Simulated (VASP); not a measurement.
# K (P6/mmm) in VASP: a series of runs

K is run at these levels: revPBE; tasks: single point.

All numbers are computed with VASP 6.6.1; they aren't measurements. Logs are shortened: lines on timing, memory, paths and dates and some standing lists are left out, and cuts for length are marked.

## Step 1: The cell of the first run

The structure is hexagonal, space group P6/mmm (No. 191). Conventional cell: a = 7.754 Å, b = 7.754 Å, c = 4.622 Å, α = 90.00°, β = 90.00°, γ = 120.00°. Within 5.9 Å of K (site symmetry -6m2) lie 11 K at 4.48 to 5.04 Å.

## Step 2: Single point, revPBE

INCAR

```
SYSTEM = K
  ALGO = Normal
  EDIFF = 1E-7
  ENCUT = 520
  GGA = RE
  ISIF = 2
  ISMEAR = -1
  LASPH = .True.
  LCHARG = .False.
  LREAL = .False.
  LWAVE = .False.
  NBANDS = 20
  NELM = 60
  PREC = Accurate
  SIGMA = 0.1
```

KPOINTS

```
k-points
0
Gamma
  6 6 9
  0 0 0
```

POSCAR

```
K
1.0
    7.7544294589      0.0000000000      0.0000000000
   -3.8772147295      6.7155329032      0.0000000000
    0.0000000000      0.0000000000      4.6221043706
K
3
Direct
    1.0000000000      0.0000000000      0.0000000000
    0.3333333333      0.6666666667      0.5000000000
    0.6666666667      0.3333333333      0.5000000000
```

Potentials or basis: VASP PAW PBE potentials, release 64 (K_sv).

The run is started by

```sh
$ cat potpaw_PBE.64/K_sv/POTCAR > POTCAR
$ mpirun -np 1 vasp_std > vasp.out
```

OUTCAR:

```text
SYSTEM = K
   EDIFF = 1E-7
   ENCUT = 520
   GGA = RE
   ISIF = 2
   ISMEAR = -1
   LASPH = .True.
   LREAL = .False.
   NELM = 60
   PREC = Accurate

 ion  position               nearest neighbor table
   1  0.000  0.000  0.000-
   2  0.333  0.667  0.500-
   3  0.667  0.333  0.500-

  LATTYP: Found a hexagonal cell.
 ALAT       =     7.7544294589
 C/A-ratio  =     0.5960598900

  Lattice vectors:

 A1 = (   7.7544294589,   0.0000000000,   0.0000000000)
 A2 = (  -3.8772147295,   6.7155329032,   0.0000000000)
 A3 = (   0.0000000000,   0.0000000000,   4.6221043706)

Analysis of symmetry for initial positions (statically):
=====================================================================
 Subroutine PRICEL returns:
 Original cell was already a primitive cell.

 Routine SETGRP: Setting up the symmetry group for a
 hexagonal supercell.

 Subroutine GETGRP returns: Found 24 space group operations
 (whereof 24 operations were pure point group operations)
 out of a pool of 24 trial point group operations.

The static configuration has the point symmetry D_6h.

Analysis of symmetry for dynamics (positions and initial velocities):
=====================================================================
 Subroutine PRICEL returns:
 Original cell was already a primitive cell.

 Routine SETGRP: Setting up the symmetry group for a
 hexagonal supercell.

 Subroutine GETGRP returns: Found 24 space group operations
 (whereof 24 operations were pure point group operations)
 out of a pool of 24 trial point group operations.

The dynamic configuration has the point symmetry D_6h.

 Subroutine INISYM returns: Found 24 space group operations
 (whereof 24 operations are pure point group operations),
 and found     1 'primitive' translations

----------------------------------------------------------------------------------------

                                     Primitive cell

  volume of cell :     240.6967

  direct lattice vectors                    reciprocal lattice vectors
     7.754429459  0.000000000  0.000000000     0.128958553  0.074454255  0.000000000
    -3.877214729  6.715532903  0.000000000     0.000000000  0.148908510  0.000000000
     0.000000000  0.000000000  4.622104371     0.000000000  0.000000000  0.216351670

  length of vectors
     7.754429459  7.754429459  4.622104371     0.148908510  0.148908510  0.216351670

  position of ions in fractional coordinates (direct lattice)
     0.000000000  0.000000000  0.000000000
     0.333333333  0.666666667  0.500000000
     0.666666667  0.333333333  0.500000000

  ion indices of the primitive-cell ions
   primitive index   ion index
                 1           1
                 2           2
                 3           3

----------------------------------------------------------------------------------------

 KPOINTS: k-points

Automatic generation of k-mesh.
 Grid dimensions read from file:
 generate k-points for:    6    6    9

 Generating k-lattice:

  Cartesian coordinates                     Fractional coordinates (reciprocal lattice)
     0.021493092  0.012409043  0.000000000     0.166666667  0.000000000  0.000000000
     0.000000000  0.024818085  0.000000000     0.000000000  0.166666667  0.000000000
     0.000000000  0.000000000  0.024039074     0.000000000  0.000000000  0.111111111

  Length of vectors
     0.024818085  0.024818085  0.024039074

  Shift w.r.t. Gamma in fractional coordinates (k-lattice)
     0.000000000  0.000000000  0.000000000

 Subroutine IBZKPT returns following result:
 ===========================================

 Found     35 irreducible k-points:

 Following reciprocal coordinates:
            Coordinates               Weight
  0.000000  0.000000  0.000000      1.000000
  0.166667  0.000000  0.000000      6.000000
  0.333333 -0.000000  0.000000      6.000000
  0.500000  0.000000  0.000000      3.000000
  0.166667  0.166667  0.000000      6.000000
  0.333333  0.166667  0.000000     12.000000
[... 16 lines left out ...]
  0.166667  0.000000  0.333333     12.000000
  0.333333 -0.000000  0.333333     12.000000
 [... further k-points ...]
   k-points           NKPTS =     35   k-points in BZ     NKDIM =     35   number of bands    NBANDS=     20
   number of dos      NEDOS =    301   number of ions     NIONS =      3
   total plane-waves  NPLWV = 129600
   dimension x,y,z NGX =    60 NGY =   60 NGZ =   36
   dimension x,y,z NGXF=   120 NGYF=  120 NGZF=   72
   ions per type =               3
   NGX,Y,Z   is equivalent  to a cutoff of  12.86, 12.86, 12.95 a.u.
   NGXF,Y,Z  is equivalent  to a cutoff of  25.73, 25.73, 25.90 a.u.
 SYSTEM =  K
   PREC   = accura    normal or accurate (medium, high low for compatibility)
   ISTART =      0    job   : 0-new  1-cont  2-samecut
   ICHARG =      2    charge: 1-file 2-atom 10-const
   ISPIN  =      1    spin polarized calculation?
   LNONCOLLINEAR =      F non collinear calculations
   LSORBIT =      F    spin-orbit coupling
   LASPH  =      T    aspherical Exc in radial PAW
   ENCUT  =  520.0 eV  38.22 Ry    6.18 a.u.  14.42 14.42  8.59*2*pi/ulx,y,z
   NELM   =     60;   NELMIN=  2; NELMDL= -5     # of ELM steps
   EDIFF  = 0.1E-06   stopping-criterion for ELM
   LREAL  =      F    real-space projection
   EDIFFG = 0.1E-05   stopping-criterion for IOM
   NSW    =      0    number of steps for IOM
   IBRION =     -1    ionic relax: 0-MD 1-quasi-New 2-CG
   NFREE  =      0    steps in history (QN), initial steepest desc. (CG)
   ISIF   =      2    stress and relaxation
   ISYM   =      2    0-nonsym 1-usesym 2-fastsym
   POTIM  = 0.5000    time-step for ionic-motion
   TEBEG  =    0.0;   TEEND  =   0.0 temperature during run
   PSTRESS=    0.0 pullay stress
   NELECT =      27.0000    total number of electrons
   NUPDOWN=      -1.0000    fix difference up-down
   EMIN   =  10.00;   EMAX   =-10.00  energy-range for DOS
   EFERMI =   0.00;   METHOD = LEGACY
   ISMEAR =    -1;   SIGMA  =   0.10  broadening in eV -4-tet -1-fermi 0-gaus
   EFERMI_NEDOS =   21; number of points for ismear=-14 and -15
   IALGO  =     38    algorithm
   IMIX   =      4    mixing-type and parameters
     AMIX     =   0.40;   BMIX     =  1.00
     AMIX_MAG =   1.60;   BMIX_MAG =  1.00
  volume/ion in A,a.u.               =      80.23       541.43
  Fermi-wavevector in a.u.,A,eV,Ry     =   0.789537  1.492009  8.481455  0.623369
  Thomas-Fermi vector in A             =   1.894699
   LORBIT       =      0    0 simple, 1 ext, 2 COOP (PROOUT), +10 PAW based schemes
   GGA     = RE    functional components
   LHFCALC =     F    Hartree Fock is set to
   AEXX    =    0.0000 exact exchange contribution
   IVDW    =     0    specifies the selected vdW correction
   LEPSILON=     F    determine dielectric tensor
   LRPA    =     F    only Hartree local field effects (RPA)
 non-spin polarized calculation
  energy-cutoff  :      520.00
  volume of cell :      240.70
 maximum number of plane-waves:      6519
 NGX is ok and might be reduce to    60
   NGX = 29   NGY = 29   NGZ = 17

 number of electron      27.0000001 magnetization

 Free energy of the ion-electron system (eV)
  ---------------------------------------------------
  ext. energy  EPLUGINS =         0.00000000
  ---------------------------------------------------
  free energy    TOTEN  =        -2.85405757 eV

  energy without entropy =       -2.77075725  energy(sigma->0) =       -2.81240741

 E-fermi :  -0.1888     XC(G=0):  -5.3305

 val. band max:       -0.2001653179   @ k =   0.1667   0.1667   0.0000
 cond. band min:      -0.1879154908   @ k =   0.1667   0.1667   0.0000
 fundamental gap:      0.0122498271
 Fermi energy:        -0.1887598403

 k-point     1 :       0.0000    0.0000    0.0000
  band No.  band energies     occupation
      1     -32.5143      2.00000
      2     -32.5107      2.00000
      3     -32.4262      2.00000
      4     -15.9794      2.00000
      5     -15.9794      2.00000
      6     -15.9441      2.00000
[... 12 lines left out ...]
     19       1.4368      0.00000
     20       3.4831      0.00000

 k-point     2 :       0.1667    0.0000    0.0000
  band No.  band energies     occupation
      1     -32.5141      2.00000
      2     -32.5110      2.00000
      3     -32.4262      2.00000
      4     -15.9806      2.00000
      5     -15.9780      2.00000
      6     -15.9451      2.00000
[... 12 lines left out ...]
     19       2.0481      0.00000
     20       3.5323      0.00000

 k-point     3 :       0.3333   -0.0000    0.0000
  band No.  band energies     occupation
      1     -32.5136      2.00000
      2     -32.5115      2.00000
      3     -32.4262      2.00000
      4     -15.9828      2.00000
      5     -15.9736      2.00000
      6     -15.9489      2.00000
[... 12 lines left out ...]
     19       2.7648      0.00000
     20       3.2400      0.00000

 k-point     4 :       0.5000    0.0000    0.0000
  band No.  band energies     occupation
      1     -32.5131      2.00000
      2     -32.5119      2.00000
      3     -32.4262      2.00000
      4     -15.9838      2.00000
      5     -15.9700      2.00000
      6     -15.9524      2.00000
[... 12 lines left out ...]
     19       2.8390      0.00000
     20       3.0153      0.00000

 k-point     5 :       0.1667    0.1667    0.0000
  band No.  band energies     occupation
      1     -32.5137      2.00000
      2     -32.5113      2.00000
      3     -32.4262      2.00000
      4     -15.9822      2.00000
      5     -15.9750      2.00000
      6     -15.9480      2.00000
[... 12 lines left out ...]
     19       2.5821      0.00000
     20       3.3299      0.00000
[... 353 lines left out ...]
      6     -15.9602      2.00000
[... 12 lines left out ...]
     19       2.5763      0.00000
     20       2.5763      0.00000

 k-point    22 :       0.0000    0.0000    0.3333
  band No.  band energies     occupation
      1     -32.5132      2.00000
      2     -32.5096      2.00000
      3     -32.4251      2.00000
      4     -15.9761      2.00000
      5     -15.9761      2.00000
      6     -15.9714      2.00000
[... 12 lines left out ...]
     19       2.4676      0.00000
     20       2.7732      0.00000

 k-point    23 :       0.1667    0.0000    0.3333
  band No.  band energies     occupation
      1     -32.5130      2.00000
      2     -32.5098      2.00000
      3     -32.4251      2.00000
      4     -15.9769      2.00000
      5     -15.9744      2.00000
      6     -15.9711      2.00000
[... 12 lines left out ...]
     19       2.6316      0.00000
     20       2.8623      0.00000

 k-point    24 :       0.3333   -0.0000    0.3333
  band No.  band energies     occupation
      1     -32.5124      2.00000
      2     -32.5104      2.00000
      3     -32.4251      2.00000
      4     -15.9785      2.00000
      5     -15.9706      2.00000
      6     -15.9698      2.00000
[... 12 lines left out ...]
     19       2.1079      0.00000
     20       2.8046      0.00000

 [... further k-points ...]
[... 5 lines left out ...]
  --------------------------------------------------------------------------------------
  -------------------------------------------------------------------------------------
  Total        0.0010705      0.0010705      0.0006087     -0.0000000      0.0000000      0.0000000
  in kB        0.0071255      0.0071255      0.0040521     -0.0000000      0.0000000      0.0000000
  external PRESSURE =       0.0061011 kB  Pullay stress =       0.0000000 kB

 VOLUME and BASIS-vectors are now :
 -----------------------------------------------------------------------------
  energy-cutoff  :      520.00
  volume of cell :      240.70
      direct lattice vectors                 reciprocal lattice vectors
     7.754429459  0.000000000  0.000000000     0.128958553  0.074454255  0.000000000
    -3.877214729  6.715532903  0.000000000     0.000000000  0.148908510  0.000000000
     0.000000000  0.000000000  4.622104371     0.000000000  0.000000000  0.216351670

 POSITION                                       TOTAL-FORCE (eV/Angst)
 -----------------------------------------------------------------------------------
      0.00000      0.00000      0.00000        -0.000000      0.000000      0.000000
     -0.00000      4.47702      2.31105        -0.000000     -0.000000      0.000000
      3.87721      2.23851      2.31105         0.000000      0.000000     -0.000000
 -----------------------------------------------------------------------------------
    total drift:                                0.000000     -0.000000      0.000000

  FREE ENERGIE OF THE ION-ELECTRON SYSTEM (eV)
  ---------------------------------------------------
  free  energy   TOTEN  =        -2.8540575686 eV

  energy  without entropy=       -2.7707572493  energy(sigma->0) =       -2.81240741
```

Wall time 81 s (1 thread of Intel Xeon Platinum 8488C (Sapphire Rapids), shared host); peak memory 0.4 GiB.

Results:

```
Free energy : -2.8541 eV
Pressure    : 0.0 GPa
```

Caveat: the PAW data sets were made with another functional, which shifts forces and pressure a little.

(Part 1 of 2 ends here.)
